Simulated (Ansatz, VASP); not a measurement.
**SnO: VASP beside Ansatz**

Contents of INCAR:

```
SYSTEM = SnO
PREC     = Accurate       ! precision mode
ENCUT    = 520            ! plane-wave cutoff, eV
EDIFF    = 1E-6           ! SCF threshold, eV
ISMEAR   = 0              ! smearing method
SIGMA    = 0.01           ! smearing width, eV
LREAL    = .FALSE.        ! projectors in reciprocal space
LASPH    = .TRUE.         ! aspherical terms in the spheres
NELM     = 80             ! most SCF steps
ALGO     = Normal         ! electronic algorithm
ISIF     = 2              ! what is computed and relaxed
LWAVE    = .FALSE.        ! write WAVECAR
LCHARG   = .FALSE.        ! write CHGCAR
GGA      = CA             ! functional
NBANDS   = 28             ! bands
```

Contents of KPOINTS:

```
regular mesh
0
G
  4 3 3
  0 0 0
```

POSCAR

```
SnO
1.0
    3.3550050000      0.0000000000      0.0000000000
    0.0000000000      5.6741040000      0.0000000000
    0.0000000000      0.0000000000      4.2219700000
Sn O
2 2
Direct
    0.0003363374      0.2001646960      0.4977201338
    0.4917946046      0.7518933675     -0.0002834247
   -0.0022113573      0.8725165310      0.7266063613
    0.4960781802      0.0852888199      0.2290874116
```

Input for Ansatz:

```yaml
crystal:
  lattice:
    - [3.355005, 0.0, 0.0]
    - [0.0, 5.674104, 0.0]
    - [0.0, 0.0, 4.22197]
  atoms:
    - { symbol: Sn, position: [0.00033633736645332805, 0.20016469604309584, 0.49772013377333446] }
    - { symbol: Sn, position: [0.49179460459122815, 0.7518933675074357, -0.0002834247434475653] }
    - { symbol: O, position: [-0.002211357343082464, 0.8725165309886906, 0.7266063613475569] }
    - { symbol: O, position: [0.49607818018490285, 0.0852888199289171, 0.22908741159876428] }
kpoints:
  mp_grid:
    grid: [4, 3, 3]
hamiltonian:
  xc: lda
scf:
  occupations:
    method: fixed
output:
  forces: true
```

Alike in both runs: task single point; functional LDA; k mesh 4 × 3 × 3; no spin polarisation.

|  | VASP | Ansatz |
| --- | --- | --- |
| version | VASP 6.6.1 | Ansatz 0.2.0 |
| potentials or method | VASP PAW LDA potentials, release 64 (Sn_d, O) | plane waves, PAW |
| plane-wave cutoff (eV) | 520 | 420 |
| occupations | gaussian, width 0.01 eV | fixed |
| valence electrons in the cell | 40 | 40 |

|  | VASP | Ansatz | Ansatz less VASP |
| --- | --- | --- | --- |
| rms of the force components (eV/Å) | 0.164 | 0.153 | -0.0106 |

LDA's correlation is that of Perdew and Zunger in VASP and of Perdew and Wang (1992) in Ansatz. Atom by atom the forces differ by 0.047 eV/Å (rms over components).

The k mesh is coarse, so the values compare programs but aren't converged.
